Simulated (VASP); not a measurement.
# SnTe (Fm-3m) in VASP: further runs

Aim: see how the results for SnTe move with the level of theory and the settings. Levels: BLYP+D4, LDA, RPBE. Tasks: single point.

All numbers are computed with VASP 6.6.1; they aren't measurements. Logs are shortened: lines on timing, memory, paths and dates and some standing lists are left out, and cuts for length are marked.

**1. The cell of the first run**

The structure is cubic, space group Fm-3m (No. 225). Conventional cell: a = 6.387 Å, b = 6.387 Å, c = 6.387 Å, α = 90.00°, β = 90.00°, γ = 90.00°. Within 4.2 Å of Te (site symmetry m-3m) lie 6 Sn at 3.19 Å. Within 4.2 Å of Sn (site symmetry m-3m) lie 6 Te at 3.19 Å.

**2. Single point, BLYP+D4**

Input file INCAR:

```
AGGAC = 1.0
AGGAX = 1.0
ALDAC = 0.0
ALDAX = 1.0
ALGO = Normal
EDIFF = 1E-6
ENCUT = 520
GGA = B5
ISIF = 2
ISMEAR = -1
IVDW = 13
LASPH = True
LCHARG = False
LREAL = False
LWAVE = False
NBANDS = 17
NELM = 80
PREC = Accurate
SIGMA = 0.05
VDW_A1 = 0.44488865
VDW_A2 = 4.0933009
VDW_S6 = 1.0
VDW_S8 = 2.34076671
```

Input file KPOINTS:

```
k-points
0
Gamma
  7 7 7
```

Input file POSCAR:

```
SnTe
1.0
    0.0000000000      3.1936649219      3.1936649219
    3.1936649219      0.0000000000      3.1936649219
    3.1936649219      3.1936649219      0.0000000000
Te Sn
1 1
Direct
    0.5000000000      0.5000000000      0.5000000000
    0.0000000000      0.0000000000      0.0000000000
```

Potentials or basis: VASP PAW PBE potentials, release 64 (Te, Sn_d).

Run with:

```bash
cat potpaw_PBE.64/Te/POTCAR potpaw_PBE.64/Sn_d/POTCAR > POTCAR
mpirun -np 1 vasp_std > vasp.out
```

OUTCAR:

```text
EDIFF = 1E-6
   ENCUT = 520
   GGA = B5
   ISIF = 2
   ISMEAR = -1
   IVDW = 13
   LASPH = True
   LREAL = False
   NELM = 80
   PREC = Accurate

 ion  position               nearest neighbor table
   1  0.500  0.500  0.500-   2 3.19   2 3.19   2 3.19   2 3.19   2 3.19   2 3.19
   2  0.000  0.000  0.000-   1 3.19   1 3.19   1 3.19   1 3.19   1 3.19   1 3.19

  LATTYP: Found a face centered cubic cell.
 ALAT       =     6.3873298438

  Lattice vectors:

 A1 = (   0.0000000000,   3.1936649219,   3.1936649219)
 A2 = (   3.1936649219,   0.0000000000,   3.1936649219)
 A3 = (   3.1936649219,   3.1936649219,   0.0000000000)

Analysis of symmetry for initial positions (statically):
[... 33 lines left out ...]
                                     Primitive cell

  volume of cell :      65.1475

  direct lattice vectors                    reciprocal lattice vectors
     0.000000000  3.193664922  3.193664922    -0.156559944  0.156559944  0.156559944
     3.193664922  0.000000000  3.193664922     0.156559944 -0.156559944  0.156559944
     3.193664922  3.193664922  0.000000000     0.156559944  0.156559944 -0.156559944

  length of vectors
     4.516524246  4.516524246  4.516524246     0.271169777  0.271169777  0.271169777

  position of ions in fractional coordinates (direct lattice)
     0.500000000  0.500000000  0.500000000
     0.000000000  0.000000000  0.000000000

  ion indices of the primitive-cell ions
   primitive index   ion index
                 1           1
                 2           2

----------------------------------------------------------------------------------------

 KPOINTS: k-points

Automatic generation of k-mesh.
 Grid dimensions read from file:
 generate k-points for:    7    7    7

 Generating k-lattice:

  Cartesian coordinates                     Fractional coordinates (reciprocal lattice)
    -0.022365706  0.022365706  0.022365706     0.142857143  0.000000000  0.000000000
     0.022365706 -0.022365706  0.022365706     0.000000000  0.142857143  0.000000000
     0.022365706  0.022365706 -0.022365706     0.000000000  0.000000000  0.142857143

  Length of vectors
     0.038738540  0.038738540  0.038738540

  Shift w.r.t. Gamma in fractional coordinates (k-lattice)
     0.000000000  0.000000000  0.000000000

 Subroutine IBZKPT returns following result:
 ===========================================

 Found     20 irreducible k-points:

 Following reciprocal coordinates:
            Coordinates               Weight
  0.000000  0.000000  0.000000      1.000000
  0.142857  0.000000  0.000000      8.000000
  0.285714  0.000000  0.000000      8.000000
  0.428571  0.000000  0.000000      8.000000
  0.142857  0.142857  0.000000      6.000000
  0.285714  0.142857  0.000000     24.000000
[... 12 lines left out ...]
 -0.428571  0.428571  0.142857     24.000000
 -0.285714  0.428571  0.142857     24.000000
   k-points           NKPTS =     20   k-points in BZ     NKDIM =     20   number of bands    NBANDS=     17
   number of dos      NEDOS =    301   number of ions     NIONS =      2
   total plane-waves  NPLWV =  46656
   dimension x,y,z NGX =    36 NGY =   36 NGZ =   36
   dimension x,y,z NGXF=    72 NGYF=   72 NGZF=   72
   ions per type =               1   1
   NGX,Y,Z   is equivalent  to a cutoff of  13.25, 13.25, 13.25 a.u.
   NGXF,Y,Z  is equivalent  to a cutoff of  26.50, 26.50, 26.50 a.u.
 SYSTEM =  unknown system
   PREC   = accura    normal or accurate (medium, high low for compatibility)
   ISTART =      0    job   : 0-new  1-cont  2-samecut
   ICHARG =      2    charge: 1-file 2-atom 10-const
   ISPIN  =      1    spin polarized calculation?
   LNONCOLLINEAR =      F non collinear calculations
   LSORBIT =      F    spin-orbit coupling
   LASPH  =      T    aspherical Exc in radial PAW
   ENCUT  =  520.0 eV  38.22 Ry    6.18 a.u.   8.40  8.40  8.40*2*pi/ulx,y,z
   NELM   =     80;   NELMIN=  2; NELMDL= -5     # of ELM steps
   EDIFF  = 0.1E-05   stopping-criterion for ELM
   LREAL  =      F    real-space projection
   EDIFFG = 0.1E-04   stopping-criterion for IOM
   NSW    =      0    number of steps for IOM
   IBRION =     -1    ionic relax: 0-MD 1-quasi-New 2-CG
   NFREE  =      0    steps in history (QN), initial steepest desc. (CG)
   ISIF   =      2    stress and relaxation
   ISYM   =      2    0-nonsym 1-usesym 2-fastsym
   POTIM  = 0.5000    time-step for ionic-motion
   TEBEG  =    0.0;   TEEND  =   0.0 temperature during run
   PSTRESS=    0.0 pullay stress
   NELECT =      20.0000    total number of electrons
   NUPDOWN=      -1.0000    fix difference up-down
   EMIN   =  10.00;   EMAX   =-10.00  energy-range for DOS
   EFERMI =   0.00;   METHOD = LEGACY
   ISMEAR =    -1;   SIGMA  =   0.05  broadening in eV -4-tet -1-fermi 0-gaus
   EFERMI_NEDOS =   21; number of points for ismear=-14 and -15
   IALGO  =     38    algorithm
   IMIX   =      4    mixing-type and parameters
     AMIX     =   0.40;   BMIX     =  1.00
     AMIX_MAG =   1.60;   BMIX_MAG =  1.00
  volume/ion in A,a.u.               =      32.57       219.82
  Fermi-wavevector in a.u.,A,eV,Ry     =   1.104381  2.086977 16.594438  1.219657
  Thomas-Fermi vector in A             =   2.240853
   LORBIT       =      0    0 simple, 1 ext, 2 COOP (PROOUT), +10 PAW based schemes
   GGA     = B5    functional components
   LHFCALC =     F    Hartree Fock is set to
   AEXX    =    0.0000 exact exchange contribution
   IVDW    =    13    specifies the selected vdW correction
   LEPSILON=     F    determine dielectric tensor
   LRPA    =     F    only Hartree local field effects (RPA)
 non-spin polarized calculation
  energy-cutoff  :      520.00
  volume of cell :       65.15
 maximum number of plane-waves:      1807
 NGX is ok and might be reduce to    36
   NGX = 17   NGY = 17   NGZ = 17

 number of electron      20.0000003 magnetization

 Free energy of the ion-electron system (eV)
  ---------------------------------------------------
  ext. energy  EPLUGINS =         0.00000000
  ---------------------------------------------------
  free energy    TOTEN  =        -6.25081636 eV

  energy without entropy =       -6.25076934  energy(sigma->0) =       -6.25079285

 E-fermi :   6.9807     XC(G=0):  -8.6902

 val. band max:        6.6413736870   @ k =   0.4286   0.0000   0.0000
 cond. band min:       7.3421308150   @ k =   0.4286   0.0000   0.0000
 fundamental gap:      0.7007571280
 Fermi energy:         6.9807003557

 k-point     1 :       0.0000    0.0000    0.0000
  band No.  band energies     occupation
      1     -14.9850      2.00000
      2     -14.9850      2.00000
      3     -14.9768      2.00000
      4     -14.9768      2.00000
      5     -14.9768      2.00000
      6      -5.6022      2.00000
[... 9 lines left out ...]
     16      11.9623      0.00000
     17      13.9119      0.00000

 k-point     2 :       0.1429    0.0000    0.0000
  band No.  band energies     occupation
      1     -14.9856      2.00000
      2     -14.9856      2.00000
      3     -14.9765      2.00000
      4     -14.9759      2.00000
      5     -14.9759      2.00000
      6      -5.4433      2.00000
[... 9 lines left out ...]
     16      12.3532      0.00000
     17      15.0176      0.00000

 k-point     3 :       0.2857    0.0000    0.0000
  band No.  band energies     occupation
      1     -14.9873      2.00000
      2     -14.9873      2.00000
      3     -14.9759      2.00000
      4     -14.9736      2.00000
      5     -14.9736      2.00000
      6      -5.0112      2.00000
[... 9 lines left out ...]
     16      13.4433      0.00000
     17      17.2933      0.00000

 k-point     4 :       0.4286    0.0000    0.0000
  band No.  band energies     occupation
      1     -14.9888      2.00000
      2     -14.9888      2.00000
      3     -14.9754      2.00000
      4     -14.9715      2.00000
      5     -14.9715      2.00000
      6      -4.5255      2.00000
[... 9 lines left out ...]
     16      15.1103      0.00000
     17      16.4690      0.00000

 k-point     5 :       0.1429    0.1429    0.0000
  band No.  band energies     occupation
      1     -14.9873      2.00000
      2     -14.9843      2.00000
      3     -14.9774      2.00000
      4     -14.9752      2.00000
      5     -14.9752      2.00000
      6      -5.3914      2.00000
[... 9 lines left out ...]
     16      12.9689      0.00000
     17      14.1388      0.00000

 k-point     6 :       0.2857    0.1429    0.0000
  band No.  band energies     occupation
      1     -14.9895      2.00000
      2     -14.9847      2.00000
      3     -14.9772      2.00000
      4     -14.9735      2.00000
      5     -14.9730      2.00000
      6      -5.0525      2.00000
[... 9 lines left out ...]
     16      14.1003      0.00000
     17      15.4781      0.00000
[... 201 lines left out ...]
 k-point    17 :       0.4286    0.2857    0.1429
  band No.  band energies     occupation
      1     -14.9916      2.00000
      2     -14.9849      2.00000
      3     -14.9768      2.00000
      4     -14.9718      2.00000
      5     -14.9715      2.00000
      6      -4.6845      2.00000
[... 9 lines left out ...]
     16      15.3737      0.00000
     17      16.1568      0.00000

 k-point    18 :      -0.4286    0.2857    0.1429
  band No.  band energies     occupation
      1     -14.9923      2.00000
      2     -14.9862      2.00000
      3     -14.9749      2.00000
      4     -14.9724      2.00000
      5     -14.9699      2.00000
      6      -4.3039      2.00000
[... 9 lines left out ...]
     16      15.8539      0.00000
     17      16.9451      0.00000

 k-point    19 :      -0.4286    0.4286    0.1429
  band No.  band energies     occupation
      1     -14.9959      2.00000
      2     -14.9834      2.00000
      3     -14.9776      2.00000
      4     -14.9704      2.00000
      5     -14.9683      2.00000
      6      -4.2062      2.00000
[... 9 lines left out ...]
     16      16.5351      0.00000
     17      17.5509      0.00000

 k-point    20 :      -0.2857    0.4286    0.1429
  band No.  band energies     occupation
      1     -14.9943      2.00000
      2     -14.9851      2.00000
      3     -14.9750      2.00000
      4     -14.9726      2.00000
      5     -14.9684      2.00000
      6      -4.1276      2.00000
[... 9 lines left out ...]
     16      16.8453      0.00000
     17      17.3314      0.00000

------------------------ aborting loop because EDIFF is reached ----------------------------------------

  DFT-D4 for vdW energy calculation

  Edisp (eV):   -1.59120

  FORCE on cell =-STRESS in cart. coord.  units (eV):
  Direction    XX          YY          ZZ          XY          YZ          ZX
  --------------------------------------------------------------------------------------
  -------------------------------------------------------------------------------------
  Total       0.03428     0.03428     0.03428     0.00000     0.00000    -0.00000
  in kB       0.84316     0.84316     0.84316     0.00000     0.00000    -0.00000
  external pressure =        0.84 kB  Pullay stress =        0.00 kB

 VOLUME and BASIS-vectors are now :
 -----------------------------------------------------------------------------
  energy-cutoff  :      520.00
  volume of cell :       65.15
      direct lattice vectors                 reciprocal lattice vectors
     0.000000000  3.193664922  3.193664922    -0.156559944  0.156559944  0.156559944
     3.193664922  0.000000000  3.193664922     0.156559944 -0.156559944  0.156559944
     3.193664922  3.193664922  0.000000000     0.156559944  0.156559944 -0.156559944

 POSITION                                       TOTAL-FORCE (eV/Angst)
 -----------------------------------------------------------------------------------
      3.19366      3.19366      3.19366        -0.000000     -0.000000      0.000000
      0.00000      0.00000      0.00000         0.000000      0.000000     -0.000000
 -----------------------------------------------------------------------------------
    total drift:                               -0.000000      0.000000      0.000000

  FREE ENERGIE OF THE ION-ELECTRON SYSTEM (eV)
  ---------------------------------------------------
  free  energy   TOTEN  =        -7.8420173228 eV

  energy  without entropy=       -7.8419702950  energy(sigma->0) =       -7.84199381
```

Wall time 35 s (1 thread of Intel Xeon Platinum 8259CL at 2.50GHz (Skylake/Cascade Lake), shared host); peak memory 0.21 GiB.

What came out:

```yaml
Free_energy: -7.8420 eV
Pressure: 0.1 GPa
Dispersion_energy_per_atom: -0.796 eV
```

Caveat: this odd mesh misses L, where the gap lies, so gap, dielectric constants and Born charges aren't listed; the PAW data sets were made with another functional, which shifts forces and pressure a little; spin-orbit coupling is left out, which moves the levels of the heavy elements.

**3. Single point, LDA**

This run uses another cell than the first one, of 33.16 Å³/atom, 1.018 times its volume.

Input file INCAR:

```
SYSTEM = SnTe
PREC = Accurate
ENCUT = 520
EDIFF = 1E-7
ISMEAR = -1
SIGMA = 0.05
LREAL = .FALSE.
LASPH = .TRUE.
NELM = 100
ALGO = Normal
ISIF = 2
LWAVE = .FALSE.
LCHARG = .FALSE.
NBANDS = 17
```

Input file KPOINTS:

```
Automatic mesh
0
G
  7 7 7
  0 0 0
```

Input file POSCAR:

```
SnTe
1.0
    0.0000000000      3.2126470615      3.2126470615
    3.2126470615      0.0000000000      3.2126470615
    3.2126470615      3.2126470615      0.0000000000
Te Sn
1 1
Direct
    0.5000000000      0.5000000000      0.5000000000
    0.0000000000      0.0000000000      0.0000000000
```

Potentials or basis: VASP PAW LDA potentials, release 64 (Te, Sn_d).

Run with:

```bash
cat potpaw_LDA.64/Te/POTCAR potpaw_LDA.64/Sn_d/POTCAR > POTCAR
mpirun -np 1 vasp_std > vasp.out
```

Wall time 21 s (1 thread of Intel Xeon Platinum 8259CL at 2.50GHz (Skylake/Cascade Lake), shared host); peak memory 0.18 GiB.

The run converged. Its results:

| Property | Result |
| --- | --- |
| Free energy | -8.7674 eV |
| Pressure | -3.7 GPa |

Levels at points of the mesh, in eV from the Fermi level:
```csv
k point,band 6,band 7,band 8,band 9,band 10,band 11,band 12,band 13,band 14,band 15
"(0.00, 0.00, 0.00)",-12.39,-5.00,-1.95,-1.95,-1.95,3.17,3.17,3.17,4.89,4.89
```

Caveat: this odd mesh misses L, where the gap lies, so gap, dielectric constants and Born charges aren't listed; spin-orbit coupling is left out, which moves the levels of the heavy elements.

(Continued in part 2 of 2.)
